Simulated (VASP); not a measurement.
# Si2W (P6_222) in VASP: further runs

Runs on Si2W. Level: LDA. Tasks: single point.

Everything below comes from runs of VASP 6.6.1. Logs are shortened: lines on timing, memory, paths and dates and some standing lists are left out, and cuts for length are marked.

## 1. The cell of the first run

It takes space group P6_222 (No. 180, hexagonal). Conventional cell: a = 4.680 Å, b = 4.680 Å, c = 6.212 Å, α = 90.00°, β = 90.00°, γ = 120.00°. Within 3.2 Å of Si (site symmetry 2) lie 9 Si at 2.46 to 3.15 Å and 5 W at 2.48 to 2.72 Å. W (site symmetry 222) has 10 Si at 2.48 to 2.72 Å and 4 W at 3.12 Å within 3.3 Å.

## 2. Single point, LDA (13.09 Å³/atom, c/a of the conventional cell at fixed volume 1.3274)

Contents of INCAR:

```
SYSTEM = Si2W
PREC = Accurate ; ENCUT = 520
EDIFF = 1E-7 ; ISMEAR = 0
SIGMA = 0.03 ; LREAL = .False.
LASPH = .True. ; NELM = 60
ALGO = Normal ; ISIF = 2
LWAVE = .False. ; LCHARG = .False.
NBANDS = 43
```

Contents of KPOINTS:

```
Automatic mesh
0
Gamma
  9 9 6
  0 0 0
```

Contents of POSCAR:

```
Si2W
1.0
    4.6797998650      0.0000000000      0.0000000000
   -2.3398999325      4.0528255677      0.0000000000
    0.0000000000      0.0000000000      6.2119663407
Si W
6 3
Direct
    0.8361210222      0.6722420443      0.5000000000
    0.1638789778      0.8361210222      0.8333333333
    0.6722420443      0.8361210222      0.1666666667
    0.1638789778      0.3277579557      0.5000000000
    0.8361210222      0.1638789778      0.8333333333
    0.3277579557      0.1638789778      0.1666666667
    0.0000000000      0.5000000000      0.1666666667
    0.5000000000      0.5000000000      0.8333333333
    0.5000000000      0.0000000000      0.5000000000
```

Potentials or basis: VASP PAW LDA potentials, release 64 (Si, W_sv).

Launch:

```sh
> cat potpaw_LDA.64/Si/POTCAR potpaw_LDA.64/W_sv/POTCAR > POTCAR
> mpirun -np 1 vasp_std > vasp.out
```

OUTCAR:

```text
SYSTEM = Si2W
   PREC = Accurate
   ENCUT = 520
   EDIFF = 1E-7
   ISMEAR = 0
   LREAL = .False.
   LASPH = .True.
   NELM = 60
   ISIF = 2

 ion  position               nearest neighbor table
   1  0.836  0.672  0.500-   2 2.46   3 2.46   7 2.48   8 2.48   4 2.66   9 2.69   9 2.69   9 2.72
                             4 2.72   4 2.72   6 3.10   5 3.10
   2  0.164  0.836  0.833-   1 2.46   6 2.46   9 2.48   7 2.48   5 2.66   8 2.69   8 2.69   8 2.72
                             5 2.72   5 2.72   4 3.10   3 3.10
   3  0.672  0.836  0.167-   1 2.46   5 2.46   9 2.48   8 2.48   6 2.66   7 2.69   7 2.69   7 2.72
                             6 2.72   6 2.72   4 3.10   2 3.10
   4  0.164  0.328  0.500-   5 2.46   6 2.46   7 2.48   8 2.48   1 2.66   9 2.69   9 2.69   9 2.72
                             1 2.72   1 2.72   3 3.10   2 3.10
   5  0.836  0.164  0.833-   4 2.46   3 2.46   9 2.48   7 2.48   2 2.66   8 2.69   8 2.69   8 2.72
                             2 2.72   2 2.72   1 3.10   6 3.10
   6  0.328  0.164  0.167-   4 2.46   2 2.46   9 2.48   8 2.48   3 2.66   7 2.69   7 2.69   7 2.72
                             3 2.72   3 2.72   1 3.10   5 3.10
   7  0.000  0.500  0.167-   1 2.48   4 2.48   2 2.48   5 2.48   6 2.69   3 2.69   6 2.69   3 2.69
                             3 2.72   6 2.72   9 3.12   9 3.12   8 3.12   8 3.12
   8  0.500  0.500  0.833-   1 2.48   4 2.48   3 2.48   6 2.48   5 2.69   2 2.69   2 2.69   5 2.69
                             5 2.72   2 2.72   9 3.12   9 3.12   7 3.12   7 3.12
   9  0.500  0.000  0.500-   3 2.48   6 2.48   5 2.48   2 2.48   4 2.69   1 2.69   4 2.69   1 2.69
                             4 2.72   1 2.72   7 3.12   8 3.12   8 3.12   7 3.12

  LATTYP: Found a hexagonal cell.
 ALAT       =     4.6797998650
 C/A-ratio  =     1.3274000000

  Lattice vectors:

 A1 = (   4.6797998650,   0.0000000000,   0.0000000000)
 A2 = (  -2.3398999325,   4.0528255677,   0.0000000000)
 A3 = (   0.0000000000,   0.0000000000,   6.2119663407)

Analysis of symmetry for initial positions (statically):
=====================================================================
 Subroutine PRICEL returns:
 Original cell was already a primitive cell.

 Routine SETGRP: Setting up the symmetry group for a
 hexagonal supercell.

 Subroutine GETGRP returns: Found 12 space group operations
 (whereof  4 operations were pure point group operations)
 out of a pool of 24 trial point group operations.

The static configuration has the point symmetry D_2 .
 The point group associated with its full space group is D_6 .

Analysis of symmetry for dynamics (positions and initial velocities):
=====================================================================
 Subroutine PRICEL returns:
 Original cell was already a primitive cell.

 Routine SETGRP: Setting up the symmetry group for a
 hexagonal supercell.

 Subroutine GETGRP returns: Found 12 space group operations
 (whereof  4 operations were pure point group operations)
 out of a pool of 24 trial point group operations.

The dynamic configuration has the point symmetry D_2 .
 The point group associated with its full space group is D_6 .

 Subroutine INISYM returns: Found 12 space group operations
 (whereof  4 operations are pure point group operations),
 and found     1 'primitive' translations

----------------------------------------------------------------------------------------

                                     Primitive cell

  volume of cell :     117.8187

  direct lattice vectors                    reciprocal lattice vectors
     4.679799865  0.000000000  0.000000000     0.213684352  0.123370718  0.000000000
    -2.339899932  4.052825568  0.000000000     0.000000000  0.246741436  0.000000000
     0.000000000  0.000000000  6.211966341     0.000000000  0.000000000  0.160979623

  length of vectors
     4.679799865  4.679799865  6.211966341     0.246741436  0.246741436  0.160979623

  position of ions in fractional coordinates (direct lattice)
     0.836121022  0.672242044  0.500000000
     0.163878978  0.836121022  0.833333333
     0.672242044  0.836121022  0.166666667
     0.163878978  0.327757956  0.500000000
     0.836121022  0.163878978  0.833333333
     0.327757956  0.163878978  0.166666667
     0.000000000  0.500000000  0.166666667
     0.500000000  0.500000000  0.833333333
     0.500000000  0.000000000  0.500000000

  ion indices of the primitive-cell ions
   primitive index   ion index
                 1           1
                 2           2
                 3           3
                 4           4
                 5           5
                 6           6
                 7           7
                 8           8
                 9           9

----------------------------------------------------------------------------------------

 KPOINTS: Automatic mesh

Automatic generation of k-mesh.
 Grid dimensions read from file:
 generate k-points for:    9    9    6

 Generating k-lattice:

  Cartesian coordinates                     Fractional coordinates (reciprocal lattice)
     0.023742706  0.013707858  0.000000000     0.111111111  0.000000000  0.000000000
     0.000000000  0.027415715  0.000000000     0.000000000  0.111111111  0.000000000
     0.000000000  0.000000000  0.026829937     0.000000000  0.000000000  0.166666667

  Length of vectors
     0.027415715  0.027415715  0.026829937

  Shift w.r.t. Gamma in fractional coordinates (k-lattice)
     0.000000000  0.000000000  0.000000000

 Subroutine IBZKPT returns following result:
 ===========================================

 Found     48 irreducible k-points:

 Following reciprocal coordinates:
            Coordinates               Weight
  0.000000  0.000000  0.000000      1.000000
  0.111111  0.000000  0.000000      6.000000
  0.222222  0.000000  0.000000      6.000000
  0.333333  0.000000  0.000000      6.000000
  0.444444  0.000000  0.000000      6.000000
  0.111111  0.111111  0.000000      6.000000
[... 16 lines left out ...]
  0.333333  0.222222  0.166667     24.000000
  0.333333  0.333333  0.166667      4.000000
 [... further k-points ...]
   k-points           NKPTS =     48   k-points in BZ     NKDIM =     48   number of bands    NBANDS=     43
   number of dos      NEDOS =    301   number of ions     NIONS =      9
   total plane-waves  NPLWV =  62208
   dimension x,y,z NGX =    36 NGY =   36 NGZ =   48
   dimension x,y,z NGXF=    72 NGYF=   72 NGZF=   96
   ions per type =               6   3
   NGX,Y,Z   is equivalent  to a cutoff of  12.79, 12.79, 12.85 a.u.
   NGXF,Y,Z  is equivalent  to a cutoff of  25.58, 25.58, 25.69 a.u.
 SYSTEM =  Si2W
   PREC   = accura    normal or accurate (medium, high low for compatibility)
   ISTART =      0    job   : 0-new  1-cont  2-samecut
   ICHARG =      2    charge: 1-file 2-atom 10-const
   ISPIN  =      1    spin polarized calculation?
   LNONCOLLINEAR =      F non collinear calculations
   LSORBIT =      F    spin-orbit coupling
   LASPH  =      T    aspherical Exc in radial PAW
   ENCUT  =  520.0 eV  38.22 Ry    6.18 a.u.   8.70  8.70 11.55*2*pi/ulx,y,z
   NELM   =     60;   NELMIN=  2; NELMDL= -5     # of ELM steps
   EDIFF  = 0.1E-06   stopping-criterion for ELM
   LREAL  =      F    real-space projection
   EDIFFG = 0.1E-05   stopping-criterion for IOM
   NSW    =      0    number of steps for IOM
   IBRION =     -1    ionic relax: 0-MD 1-quasi-New 2-CG
   NFREE  =      0    steps in history (QN), initial steepest desc. (CG)
   ISIF   =      2    stress and relaxation
   ISYM   =      2    0-nonsym 1-usesym 2-fastsym
   POTIM  = 0.5000    time-step for ionic-motion
   TEBEG  =    0.0;   TEEND  =   0.0 temperature during run
   PSTRESS=    0.0 pullay stress
   NELECT =      66.0000    total number of electrons
   NUPDOWN=      -1.0000    fix difference up-down
   EMIN   =  10.00;   EMAX   =-10.00  energy-range for DOS
   EFERMI =   0.00;   METHOD = LEGACY
   ISMEAR =     0;   SIGMA  =   0.03  broadening in eV -4-tet -1-fermi 0-gaus
   EFERMI_NEDOS =   21; number of points for ismear=-14 and -15
   IALGO  =     38    algorithm
   IMIX   =      4    mixing-type and parameters
     AMIX     =   0.40;   BMIX     =  1.00
     AMIX_MAG =   1.60;   BMIX_MAG =  1.00
  volume/ion in A,a.u.               =      13.09        88.34
  Fermi-wavevector in a.u.,A,eV,Ry     =   1.349537  2.550255 24.779603  1.821249
  Thomas-Fermi vector in A             =   2.477115
   LORBIT       =      0    0 simple, 1 ext, 2 COOP (PROOUT), +10 PAW based schemes
   GGA     = CA    functional components
   LHFCALC =     F    Hartree Fock is set to
   AEXX    =    0.0000 exact exchange contribution
   IVDW    =     0    specifies the selected vdW correction
   LEPSILON=     F    determine dielectric tensor
   LRPA    =     F    only Hartree local field effects (RPA)
 non-spin polarized calculation
 Gauss-broadening in eV      SIGMA  =   0.03
  energy-cutoff  :      520.00
  volume of cell :      117.82
 maximum number of plane-waves:      3189
 NGX is ok and might be reduce to    36

 number of electron      66.0000001 magnetization

 Free energy of the ion-electron system (eV)
  ---------------------------------------------------
  ext. energy  EPLUGINS =         0.00000000
  ---------------------------------------------------
  free energy    TOTEN  =       -80.96408901 eV

  energy without entropy =      -80.96408659  energy(sigma->0) =      -80.96408780

 E-fermi :  13.0644     XC(G=0): -12.7769

 val. band max:       13.0036495606   @ k =   0.0000   0.0000   0.3333
 cond. band min:      13.1321974927   @ k =   0.4444   0.0000   0.0000
 fundamental gap:      0.1285479321
 Fermi energy:        13.0644148556

 k-point     1 :       0.0000    0.0000    0.0000
  band No.  band energies     occupation
      1     -60.9203      2.00000
      2     -60.9028      2.00000
      3     -60.9028      2.00000
      4     -25.6049      2.00000
      5     -25.5951      2.00000
      6     -25.5951      2.00000
[... 35 lines left out ...]
     42      16.4557      0.00000
     43      16.4589      0.00000
[... 1017 lines left out ...]
      3     -60.9032      2.00000
      4     -25.6420      2.00000
      5     -25.6228      2.00000
      6     -25.6108      2.00000
[... 35 lines left out ...]
     42      15.9479      0.00000
     43      16.1694      0.00000

 [... further k-points ...]

------------------------ aborting loop because EDIFF is reached ----------------------------------------

  FORCE on cell =-STRESS in cart. coord.  units (eV):
  Direction    XX          YY          ZZ          XY          YZ          ZX
  --------------------------------------------------------------------------------------
  -------------------------------------------------------------------------------------
  Total       -3.4642666     -3.4642666     15.5024537      0.0000000     -0.0000000      0.0000000
  in kB      -47.1094032    -47.1094032    210.8126846      0.0000000     -0.0000000      0.0000000
  external PRESSURE =      38.8646260 kB  Pullay stress =       0.0000000 kB

 VOLUME and BASIS-vectors are now :
 -----------------------------------------------------------------------------
  energy-cutoff  :      520.00
  volume of cell :      117.82
      direct lattice vectors                 reciprocal lattice vectors
     4.679799865  0.000000000  0.000000000     0.213684352  0.123370718  0.000000000
    -2.339899932  4.052825568  0.000000000     0.000000000  0.246741436  0.000000000
     0.000000000  0.000000000  6.211966341     0.000000000  0.000000000  0.160979623

 POSITION                                       TOTAL-FORCE (eV/Angst)
 -----------------------------------------------------------------------------------
      2.33990      2.72448      3.10598         0.000000      0.172684      0.000000
     -1.18952      3.38865      5.17664        -0.149549      0.086342     -0.000000
      1.18952      3.38865      1.03533         0.149549      0.086342      0.000000
     -0.00000      1.32835      3.10598         0.000000     -0.172684      0.000000
      3.52942      0.66417      5.17664         0.149549     -0.086342      0.000000
      1.15038      0.66417      1.03533        -0.149549     -0.086342      0.000000
     -1.16995      2.02641      1.03533         0.000000     -0.000000     -0.000000
      1.16995      2.02641      5.17664         0.000000     -0.000000     -0.000000
      2.33990      0.00000      3.10598         0.000000     -0.000000     -0.000000
 -----------------------------------------------------------------------------------
    total drift:                               -0.000000      0.000000      0.000000

  FREE ENERGIE OF THE ION-ELECTRON SYSTEM (eV)
  ---------------------------------------------------
  free  energy   TOTEN  =       -80.9640890101 eV

  energy  without entropy=      -80.9640865854  energy(sigma->0) =      -80.96408780
```

Run time: 3 min. Hardware: 1 thread of Intel Xeon Platinum 8488C (Sapphire Rapids), shared host; peak memory 0.31 GiB.

What came out:

```yaml
Free_energy: -80.9641 eV
Pressure: 3.9 GPa
Largest_force: 0.173 eV/Å
Band_gap_on_the_k_mesh: 0.13 eV (least direct gap 0.46 eV)
```

Forces in eV/Å, atoms in the order of the input:
```
Si   0.000  0.173  0.000
Si  -0.150  0.086  0.000
Si   0.150  0.086  0.000
Si   0.000 -0.173  0.000
Si   0.150 -0.086  0.000
Si  -0.150 -0.086  0.000
W    0.000  0.000  0.000
W    0.000  0.000  0.000
W    0.000  0.000  0.000
```

Stress tensor (GPa, compression positive):
```
-4.71  0.00  0.00
 0.00 -4.71  0.00
 0.00  0.00 21.08
```

Caveat: the cell differs from its parent crystal (c/a of the conventional cell at fixed volume 1.3274); the stress differs along the axes, from -5 to 21 GPa; spin-orbit coupling is left out, which moves the levels of the heavy elements.

## 3. Single point, LDA

This run uses another cell than the first one, of the same volume but with other edges.

Contents of INCAR:

```
PREC = Accurate
ENCUT = 520
EDIFF = 1E-6
ISMEAR = 0
SIGMA = 0.03
LREAL = F
LASPH = T
NELM = 60
ALGO = Normal
ISIF = 2
LWAVE = F
LCHARG = T
LELF = T
LVHAR = T
NBANDS = 43
```

Contents of KPOINTS:

```
Automatic mesh
0
Gamma
  9 9 6
```

Contents of POSCAR:

```
Si2W
1.0
    4.5117692230      0.0000000000      0.0000000000
   -2.2558846115      3.9073067631      0.0000000000
    0.0000000000      0.0000000000      6.6832837500
Si W
6 3
Direct
    0.8149755729      0.6299511459      0.5000000000
    0.1850244271      0.8149755729      0.8333333333
    0.6299511459      0.8149755729      0.1666666667
    0.1850244271      0.3700488541      0.5000000000
    0.8149755729      0.1850244271      0.8333333333
    0.3700488541      0.1850244271      0.1666666667
    0.0000000000      0.5000000000      0.1666666667
    0.5000000000      0.5000000000      0.8333333333
    0.5000000000      0.0000000000      0.5000000000
```

Potentials or basis: VASP PAW LDA potentials, release 64 (Si, W_sv).

Launch:

```sh
> cat potpaw_LDA.64/Si/POTCAR potpaw_LDA.64/W_sv/POTCAR > POTCAR
> mpirun -np 1 vasp_std > vasp.out
```

Run time: 2.9 min. Hardware: 1 thread of Intel Xeon Platinum 8488C (Sapphire Rapids), shared host; peak memory 0.32 GiB.

It converged, with:

- Free energy: -80.0499 eV
- Pressure: 5.6 GPa
- Largest force: 2.713 eV/Å
- Band gap on the k mesh: 0.47 eV (least direct gap 0.89 eV)

Forces in eV/Å, atoms in the order of the input:
```
Si   0.000  2.713  0.000
Si  -2.349  1.356  0.000
Si   2.349  1.356  0.000
Si   0.000 -2.713  0.000
Si   2.349 -1.356  0.000
Si  -2.349 -1.356  0.000
W    0.000  0.000  0.000
W    0.000  0.000  0.000
W    0.000  0.000  0.000
```

Stress tensor (GPa, compression positive):
```
 8.61  0.00  0.00
 0.00  8.61  0.00
 0.00  0.00 -0.34
```

Levels at points of the mesh, in eV from the valence-band top:
| k point | band 29 | band 30 | band 31 | band 32 | band 33 | band 34 | band 35 | band 36 | band 37 | band 38 |
| --- | --- | --- | --- | --- | --- | --- | --- | --- | --- | --- |
| (0.00, 0.00, 0.00) | -2.73 | -2.22 | -2.22 | -1.86 | -1.07 | 2.81 | 2.94 | 3.04 | 3.04 | 3.08 |
| (0.00, 0.00, 0.50) | -2.40 | -2.40 | -0.98 | -0.86 | -0.86 | 1.50 | 2.33 | 2.42 | 2.42 | 2.90 |

Caveat: the cell differs from its parent crystal (atoms shifted along a free coordinate, c/a of the conventional cell at fixed volume 1.4813); the stress differs along the axes, from -0 to 9 GPa; spin-orbit coupling is left out, which moves the levels of the heavy elements; forces of over 1 eV/Å act on the atoms, so gaps and moduli don't describe the material at rest. A k mesh can miss the band edges.

## 4. Single point, LDA

This run uses another cell than the first one, of the same volume but with other edges.

Contents of INCAR:

```
SYSTEM = Si2W
PREC = Accurate
ENCUT = 520
EDIFF = 1E-6
ISMEAR = 0
SIGMA = 0.03
LREAL = .False.
LASPH = .True.
NELM = 80
ALGO = Normal
ISIF = 2
LWAVE = .False.
LCHARG = .False.
NBANDS = 43
```

Contents of KPOINTS:

```
Automatic mesh
0
Gamma
  9 9 6
  0 0 0
```

POSCAR: that of step 3 with these lines changed.

```diff
@@ -2,5 +2,5 @@
 1.0
-    4.5117692230      0.0000000000      0.0000000000
-   -2.2558846115      3.9073067631      0.0000000000
-    0.0000000000      0.0000000000      6.6832837500
+    4.4362922824      0.0000000000      0.0000000000
+   -2.2181461412      3.8419418152      0.0000000000
+    0.0000000000      0.0000000000      6.9126306345
 Si W
```

Launch:

```sh
> cat potpaw_LDA.64/Si/POTCAR potpaw_LDA.64/W_sv/POTCAR > POTCAR
> mpirun -np 1 vasp_std > vasp.out
```

It took 3.5 min on 1 thread of Intel Xeon Platinum 8488C (Sapphire Rapids), shared host; peak memory 0.32 GiB.

The run converged. Its results:

| Property | Result |
| --- | --- |
| Free energy | -79.6543 eV |
| Pressure | 6.7 GPa |
| Largest force | 2.915 eV/Å |
| Band gap on the k mesh | 0.27 eV (least direct gap 0.87 eV) |

Forces on the atoms (eV/Å):
```
Si   0.000  2.915  0.000
Si  -2.524  1.457  0.000
Si   2.524  1.457  0.000
Si   0.000 -2.915  0.000
Si   2.524 -1.457  0.000
Si  -2.524 -1.457  0.000
W    0.000  0.000  0.000
W    0.000  0.000  0.000
W    0.000  0.000  0.000
```

Stress tensor (GPa, compression positive):
```
14.19  0.00  0.00
 0.00 14.19  0.00
 0.00  0.00 -8.36
```

Levels at points of the mesh, in eV from the valence-band top:
| k point | band 30 | band 31 | band 32 | band 33 | band 34 | band 35 | band 36 | band 37 |
| --- | --- | --- | --- | --- | --- | --- | --- | --- |
| (0.00, 0.00, 0.00) | -1.78 | -1.78 | -1.35 | -1.02 | 2.72 | 2.99 | 2.99 | 3.23 |
| (0.00, 0.00, 0.50) | -1.89 | -1.18 | -1.18 | -0.50 | 1.49 | 2.47 | 2.57 | 2.57 |

Caveat: the cell differs from its parent crystal (atoms shifted along a free coordinate, c/a of the conventional cell at fixed volume 1.5582); the stress differs along the axes, from -8 to 14 GPa; spin-orbit coupling is left out, which moves the levels of the heavy elements; forces of over 1 eV/Å act on the atoms, so gaps and moduli don't describe the material at rest. A k mesh can miss the band edges.

## 5. The runs side by side

```csv
cell,gap on the mesh (eV),pressure (GPa),largest force (eV/Å)
"a = 4.680, b = 4.680, c = 6.212 Å, angles 90.0, 90.0, 120.0°, 9 atoms, atomic positions A",0.13,3.9,0.17
"a = 4.512, b = 4.512, c = 6.683 Å, angles 90.0, 90.0, 120.0°, 9 atoms, atomic positions B",0.47,5.6,2.71
"a = 4.436, b = 4.436, c = 6.913 Å, angles 90.0, 90.0, 120.0°, 9 atoms, atomic positions B",0.27,6.7,2.91
```

Alike in all rows: task single point; level LDA; potentials or basis VASP PAW LDA potentials, release 64 (Si, W_sv); no spin polarisation; k mesh 9 × 9 × 6; cutoff (eV) 520; smearing gaussian 0.03 eV.

Caveats: spin-orbit coupling is left out, which moves the levels of the heavy elements; forces of over 1 eV/Å act on the atoms, so gaps and moduli don't describe the material at rest (at least some runs); the stress differs along the axes, from -5 to 21 GPa (at least some runs); the stress differs along the axes, from -0 to 9 GPa (at least some runs); the stress differs along the axes, from -8 to 14 GPa (at least some runs).

Total energies depend on the potentials used, so only differences within one code and one set of settings carry meaning.
